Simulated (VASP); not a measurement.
Here is a VASP 6.6.1 calculation.

File INCAR:

```
SYSTEM = K
  PREC = Accurate
  ENCUT = 520
  EDIFF = 1E-7
  ISMEAR = -1
  SIGMA = 0.1
  LREAL = .FALSE.
  LASPH = .TRUE.
  NELM = 80
  ALGO = Normal
  ISIF = 2
  LWAVE = .FALSE.
  LCHARG = .FALSE.
  GGA = B5
  ALDAX = 1.0
  AGGAX = 1.0
  AGGAC = 1.0
  ALDAC = 0.0
  NBANDS = 10
```

KPOINTS

```
Automatic mesh
0
G
  8 8 8
  0 0 0
```

Contents of POSCAR:

```
K
1.0
    4.2881171021      0.0000000000      0.0000000000
    0.0000000000      4.2881171021      0.0000000000
    0.0000000000      0.0000000000      4.2881171021
K
1
Direct
    0.0000000000      0.0000000000      0.0000000000
```

Potentials or basis: VASP PAW PBE potentials, release 64 (K_sv).

Command:

```sh
$ cat potpaw_PBE.64/K_sv/POTCAR > POTCAR
$ mpirun -np 1 vasp_std > vasp.out
```

Task: Predict the pressure.

Result: 0.2 GPa.

Task: What does it give for the band gap on the k mesh?

Result: Zero (an odd number of electrons rules out a gap without spin polarisation).

Caveat: the PAW data sets were made with another functional, which shifts forces and pressure a little.
